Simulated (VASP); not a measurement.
# LiNbO3 (R3c) in VASP: single point with PBE

Aim: the single point of LiNbO3 with PBE.

Program: VASP 6.6.1. These are calculated values, not measurements. Logs are shortened: lines on timing, memory, paths and dates and some standing lists are left out, and cuts for length are marked.

## Step 1: The cell of the first run

It takes space group R3c (No. 161, trigonal). The conventional cell has a = 5.137 Å, b = 5.137 Å, c = 13.885 Å, α = 90.00°, β = 90.00°, γ = 120.00°. Within 2.7 Å of Li (site symmetry 3) lie 6 O at 2.05 to 2.24 Å. Nb (site symmetry 3) has 6 O at 1.88 to 2.14 Å within 2.5 Å. O (site symmetry 1) has 2 Nb at 1.88 to 2.14 Å and 2 Li at 2.05 to 2.24 Å within 2.5 Å.

## Step 2: Single point, PBE, non-collinear spin, zero start, spin-orbit coupling

Contents of INCAR:

```
ALGO = Normal
EDIFF = 1E-7
ENCUT = 520
GGA = PE
GGA_COMPAT = F
ISIF = 2
ISMEAR = 0
KPAR = 4
LASPH = T
LCHARG = F
LMAXMIX = 4
LORBIT = 11
LORBMOM = T
LREAL = F
LSORBIT = T
LWAVE = F
MAGMOM = 0 0 0 0 0 0 0 0 0 0 0 0 0 0 0 0 0 0 0 0 0 0 0 0 0 0 0 0 0 0
NBANDS = 88
NELM = 150
PREC = Accurate
SIGMA = 0.01
```

Contents of KPOINTS:

```
k-points
0
Gamma
  6 6 6
```

Contents of POSCAR:

```
LiNbO3
1.0
    2.5687004030      1.4830398691      4.6282271846
   -2.5687004030      1.4830398691      4.6282271846
    0.0000000000     -2.9660797383      4.6282271845
Li Nb O
2 2 6
Direct
    0.7821703289      0.7821703289      0.7821703289
    0.2821703289      0.2821703289      0.2821703289
    0.5001763114      0.5001763114      0.5001763114
    1.0001763114      1.0001763114      0.0001763114
    0.6079877643      0.2196418015      0.8620237939
    0.8620237939      0.6079877643      0.2196418015
    0.1079877643      0.3620237939      0.7196418015
    0.2196418015      0.8620237939      0.6079877643
    0.7196418015      0.1079877643      0.3620237939
    0.3620237939      0.7196418015      0.1079877643
```

Potentials or basis: VASP PAW PBE potentials, release 64 (Li_sv, Nb_sv, O).

Launch:

```bash
$ cat potpaw_PBE.64/Li_sv/POTCAR potpaw_PBE.64/Nb_sv/POTCAR potpaw_PBE.64/O/POTCAR > POTCAR
$ mpirun -np 4 vasp_ncl > vasp.out
```

OUTCAR:

```text
EDIFF = 1E-7
   ENCUT = 520
   GGA = PE
   ISIF = 2
   ISMEAR = 0
   LASPH = T
   LORBIT = 11
   LREAL = F
   LSORBIT = T
   NELM = 150
   PREC = Accurate

 ion  position               nearest neighbor table
   1  0.782  0.782  0.782-   9 2.05   7 2.05  10 2.05   6 2.24   5 2.24   8 2.24
   2  0.282  0.282  0.282-   5 2.05   6 2.05   8 2.05   7 2.24   9 2.24  10 2.24
   3  0.500  0.500  0.500-   5 1.88   8 1.88   6 1.88  10 2.14   9 2.14   7 2.14
   4  0.000  0.000  0.000-   9 1.88  10 1.88   7 1.88   8 2.14   5 2.14   6 2.14
   5  0.608  0.220  0.862-   3 1.88   2 2.05   4 2.14   1 2.24
   6  0.862  0.608  0.220-   3 1.88   2 2.05   4 2.14   1 2.24
   7  0.108  0.362  0.720-   4 1.88   1 2.05   3 2.14   2 2.24
   8  0.220  0.862  0.608-   3 1.88   2 2.05   4 2.14   1 2.24
   9  0.720  0.108  0.362-   4 1.88   1 2.05   3 2.14   2 2.24
  10  0.362  0.720  0.108-   4 1.88   1 2.05   3 2.14   2 2.24

  LATTYP: Found a trigonal (rhomboedric) cell.
 ALAT       =     5.4971006800
 COS(alpha) =     0.5632936358

  Lattice vectors:

 A1 = (   2.5687004030,   1.4830398691,   4.6282271846)
 A2 = (  -2.5687004030,   1.4830398691,   4.6282271846)
 A3 = (   0.0000000000,  -2.9660797383,   4.6282271845)

Analysis of symmetry for initial positions (statically):
=====================================================================
 Subroutine PRICEL returns:
 Original cell was already a primitive cell.

 Routine SETGRP: Setting up the symmetry group for a
 trigonal (rhombohedral) supercell.

 Subroutine GETGRP returns: Found  6 space group operations
 (whereof  3 operations were pure point group operations)
 out of a pool of 12 trial point group operations.

The static configuration has the point symmetry C_3 .
 The point group associated with its full space group is C_3v.

Analysis of symmetry for dynamics (positions and initial velocities):
=====================================================================
 Subroutine PRICEL returns:
 Original cell was already a primitive cell.

 Routine SETGRP: Setting up the symmetry group for a
 trigonal (rhombohedral) supercell.

 Subroutine GETGRP returns: Found  6 space group operations
 (whereof  3 operations were pure point group operations)
 out of a pool of 12 trial point group operations.

The dynamic configuration has the point symmetry C_3 .
 The point group associated with its full space group is C_3v.

Analysis of structural, dynamic, and magnetic symmetry:
=====================================================================
 Subroutine PRICEL returns:
 Original cell was already a primitive cell.

 Routine SETGRP: Setting up the symmetry group for a
 trigonal (rhombohedral) supercell.

 Subroutine GETGRP returns: Found  6 space group operations
 (whereof  3 operations were pure point group operations)
 out of a pool of 12 trial point group operations.

The overall configuration has the point symmetry C_3 .
 The point group associated with its full space group is C_3v.

 Subroutine INISYM returns: Found  6 space group operations
 (whereof  3 operations are pure point group operations),
 and found     1 'primitive' translations

----------------------------------------------------------------------------------------

                                     Primitive cell

  volume of cell :     105.7870

  direct lattice vectors                    reciprocal lattice vectors
     2.568700403  1.483039869  4.628227185     0.194650960  0.112381784  0.072021817
    -2.568700403  1.483039869  4.628227185    -0.194650960  0.112381784  0.072021817
     0.000000000 -2.966079738  4.628227185     0.000000000 -0.224763569  0.072021817

  length of vectors
     5.497100680  5.497100680  5.497100680     0.236020770  0.236020770  0.236020770

  position of ions in fractional coordinates (direct lattice)
     0.782170329  0.782170329  0.782170329
     0.282170329  0.282170329  0.282170329
     0.500176311  0.500176311  0.500176311
     0.000176311  0.000176311  0.000176311
     0.607987764  0.219641802  0.862023794
     0.862023794  0.607987764  0.219641802
     0.107987764  0.362023794  0.719641802
     0.219641802  0.862023794  0.607987764
     0.719641802  0.107987764  0.362023794
     0.362023794  0.719641802  0.107987764

  ion indices of the primitive-cell ions
   primitive index   ion index
                 1           1
                 2           2
                 3           3
                 4           4
                 5           5
                 6           6
                 7           7
                 8           8
                 9           9
                10          10

----------------------------------------------------------------------------------------

[... 2121 lines left out ...]

 [... further k-points ...]

 [bands above 80 left out]

------------------------ aborting loop because EDIFF is reached ----------------------------------------

  FORCE on cell =-STRESS in cart. coord.  units (eV):
  Direction    XX          YY          ZZ          XY          YZ          ZX
  --------------------------------------------------------------------------------------
  -------------------------------------------------------------------------------------
  Total        2.6400201      2.6400201      2.5119231      0.0000000      0.0000000      0.0000000
  in kB       39.9839422     39.9839422     38.0438730      0.0000000      0.0000000      0.0000000
  external PRESSURE =      39.3372524 kB  Pullay stress =       0.0000000 kB

 VOLUME and BASIS-vectors are now :
 -----------------------------------------------------------------------------
  energy-cutoff  :      520.00
  volume of cell :      105.79
      direct lattice vectors                 reciprocal lattice vectors
     2.568700403  1.483039869  4.628227185     0.194650960  0.112381784  0.072021817
    -2.568700403  1.483039869  4.628227185    -0.194650960  0.112381784  0.072021817
     0.000000000 -2.966079738  4.628227185     0.000000000 -0.224763569  0.072021817

 POSITION                                       TOTAL-FORCE (eV/Angst)
 -----------------------------------------------------------------------------------
      0.00000     -0.00000     10.86019         0.000000      0.000000     -0.006545
      0.00000     -0.00000      3.91785         0.000000      0.000000     -0.006545
      0.00000     -0.00000      6.94479         0.000000      0.000000     -0.101781
      0.00000     -0.00000      0.00245         0.000000      0.000000     -0.101781
      0.99754     -1.32942      7.82010         0.022269     -0.105579      0.036109
      0.65254      1.52861      7.82010         0.080300      0.072075      0.036109
     -0.65254     -1.43747      5.50599        -0.080300      0.072075      0.036109
     -1.65009     -0.19919      7.82010        -0.102569      0.033504      0.036109
      1.57116      0.15362      5.50599        -0.022269     -0.105579      0.036109
     -0.91861      1.28385      5.50599         0.102569      0.033504      0.036109
 -----------------------------------------------------------------------------------
    total drift:                               -0.000000     -0.000000      0.000220

  FREE ENERGIE OF THE ION-ELECTRON SYSTEM (eV)
  ---------------------------------------------------
  free  energy   TOTEN  =       -80.1668608519 eV

  energy  without entropy=      -80.1668608519  energy(sigma->0) =      -80.16686085

 orbital moment (x)

 # of ion     p       d       tot
 ----------------------------------------
  1        -0.000   0.000  -0.000
  2         0.000   0.000   0.000
  3        -0.000   0.000   0.000
  4        -0.000   0.000   0.000
  5         0.000   0.000   0.000
  6         0.000   0.000   0.000
  7         0.000   0.000   0.000
  8        -0.000   0.000  -0.000
  9         0.000   0.000   0.000
 10        -0.000   0.000  -0.000
 ----------------------------------------
           -0.000   0.000   0.000

 orbital moment (y)

 # of ion     p       d       tot
 ----------------------------------------
  1        -0.000   0.000  -0.000
  2         0.000   0.000   0.000
  3         0.000  -0.000  -0.000
  4        -0.000   0.000   0.000
  5        -0.000   0.000  -0.000
  6         0.000   0.000   0.000
  7        -0.000   0.000  -0.000
  8        -0.000   0.000  -0.000
  9         0.000   0.000   0.000
 10         0.000   0.000   0.000
 ----------------------------------------
           -0.000   0.000   0.000

 orbital moment (z)

 # of ion     p       d       tot
 ----------------------------------------
  1         0.000   0.000   0.000
  2        -0.000   0.000  -0.000
  3        -0.000   0.000   0.000
  4         0.000  -0.000  -0.000
  5        -0.000   0.000  -0.000
  6        -0.000   0.000  -0.000
  7         0.000   0.000   0.000
  8        -0.000   0.000  -0.000
  9         0.000   0.000   0.000
 10         0.000   0.000   0.000
 ----------------------------------------
            0.000   0.000   0.000

 Spin-Orbit-Coupling matrix elements

 Ion:    1  E_soc:     -0.0000000
 l=   1
     0.0000000    -0.0000000    -0.0000000
    -0.0000000     0.0000000    -0.0000000
    -0.0000000    -0.0000000     0.0000000
 l=   2
     0.0000000     0.0000000     0.0000000     0.0000000     0.0000000
     0.0000000     0.0000000     0.0000000     0.0000000     0.0000000
     0.0000000     0.0000000     0.0000000     0.0000000     0.0000000
     0.0000000     0.0000000     0.0000000     0.0000000     0.0000000
     0.0000000     0.0000000     0.0000000     0.0000000     0.0000000
 l=   3
     0.0000000     0.0000000     0.0000000     0.0000000     0.0000000     0.0000000     0.0000000
     0.0000000     0.0000000     0.0000000     0.0000000     0.0000000     0.0000000     0.0000000
     0.0000000     0.0000000     0.0000000     0.0000000     0.0000000     0.0000000     0.0000000
     0.0000000     0.0000000     0.0000000     0.0000000     0.0000000     0.0000000     0.0000000
[... 169 lines left out ...]
 l=   2
     0.0000000     0.0000000     0.0000000     0.0000000     0.0000000
     0.0000000     0.0000000     0.0000000     0.0000000     0.0000000
     0.0000000     0.0000000     0.0000000     0.0000000     0.0000000
     0.0000000     0.0000000     0.0000000     0.0000000     0.0000000
     0.0000000     0.0000000     0.0000000     0.0000000     0.0000000
 l=   3
     0.0000000     0.0000000     0.0000000     0.0000000     0.0000000     0.0000000     0.0000000
     0.0000000     0.0000000     0.0000000     0.0000000     0.0000000     0.0000000     0.0000000
     0.0000000     0.0000000     0.0000000     0.0000000     0.0000000     0.0000000     0.0000000
     0.0000000     0.0000000     0.0000000     0.0000000     0.0000000     0.0000000     0.0000000
     0.0000000     0.0000000     0.0000000     0.0000000     0.0000000     0.0000000     0.0000000
     0.0000000     0.0000000     0.0000000     0.0000000     0.0000000     0.0000000     0.0000000
     0.0000000     0.0000000     0.0000000     0.0000000     0.0000000     0.0000000     0.0000000

 total charge

# of ion       s       p       d       tot
------------------------------------------
    1        2.015   0.048   0.000   2.063
    2        2.015   0.048   0.000   2.063
    3        2.217   6.141   2.104  10.463
    4        2.217   6.141   2.104  10.463
    5        1.571   3.507   0.000   5.078
    6        1.571   3.507   0.000   5.078
    7        1.571   3.507   0.000   5.078
    8        1.571   3.507   0.000   5.078
    9        1.571   3.507   0.000   5.078
   10        1.571   3.507   0.000   5.078
--------------------------------------------------
tot         17.888  33.421   4.208  55.518

 magnetization (x)

# of ion       s       p       d       tot
------------------------------------------
    1        0.000   0.000   0.000   0.000
    2        0.000   0.000   0.000   0.000
    3        0.000   0.000   0.000   0.000
    4        0.000   0.000   0.000   0.000
    5       -0.000  -0.000   0.000  -0.000
    6       -0.000   0.000   0.000  -0.000
    7       -0.000   0.000   0.000  -0.000
    8        0.000   0.000   0.000   0.000
    9       -0.000  -0.000   0.000  -0.000
   10        0.000   0.000   0.000   0.000
--------------------------------------------------
tot         -0.000   0.000   0.000   0.000

 magnetization (y)

# of ion       s       p       d       tot
------------------------------------------
    1        0.000  -0.000   0.000   0.000
    2       -0.000   0.000   0.000  -0.000
    3        0.000   0.000   0.000   0.000
    4       -0.000  -0.000  -0.000  -0.000
    5        0.000   0.000   0.000   0.000
    6       -0.000  -0.000   0.000  -0.000
    7        0.000   0.000   0.000   0.000
    8        0.000   0.000   0.000   0.000
    9       -0.000  -0.000   0.000  -0.000
   10       -0.000  -0.000   0.000  -0.000
--------------------------------------------------
tot         -0.000   0.000   0.000   0.000

 magnetization (z)

# of ion       s       p       d       tot
------------------------------------------
    1       -0.000   0.000   0.000  -0.000
    2        0.000  -0.000   0.000   0.000
    3       -0.000  -0.000  -0.000  -0.000
    4        0.000   0.000   0.000   0.000
    5        0.000   0.000   0.000   0.000
    6        0.000   0.000   0.000   0.000
    7       -0.000  -0.000   0.000  -0.000
    8        0.000   0.000   0.000   0.000
    9       -0.000  -0.000   0.000  -0.000
   10       -0.000  -0.000   0.000  -0.000
--------------------------------------------------
tot          0.000   0.000   0.000   0.000
```

Run time: 9.7 min. Hardware: 4 MPI ranks of Oxide Virtual Turin-like, shared host; peak memory 1.1 GiB.

Results:

| Item | Value |
| --- | --- |
| Free energy | -80.1669 eV |
| Largest force | 0.114 eV/Å |
| Net moment | 0.00 μB per cell |
| Valence electrons inside the program's atomic spheres | Li 2.06; Nb 10.46; O 5.08 |

Forces in eV/Å, atoms in the order of the input:
```
Li   0.000  0.000 -0.007
Li   0.000  0.000 -0.007
Nb   0.000  0.000 -0.102
Nb   0.000  0.000 -0.102
O    0.022 -0.106  0.036
O    0.080  0.072  0.036
O   -0.080  0.072  0.036
O   -0.103  0.034  0.036
O   -0.022 -0.106  0.036
O    0.103  0.034  0.036
```

Moments on the atoms (μB; x, y, z):
```
Li  0.00 0.00 0.00
Li  0.00 0.00 0.00
Nb  0.00 0.00 0.00
Nb  0.00 0.00 0.00
O   0.00 0.00 0.00
O   0.00 0.00 0.00
O   0.00 0.00 0.00
O   0.00 0.00 0.00
O   0.00 0.00 0.00
O   0.00 0.00 0.00
```

Caveat: the cutoff is under 1.25 times the usual one of these potentials, so pressure, stress and relaxed cells hold a basis-set (Pulay) error.
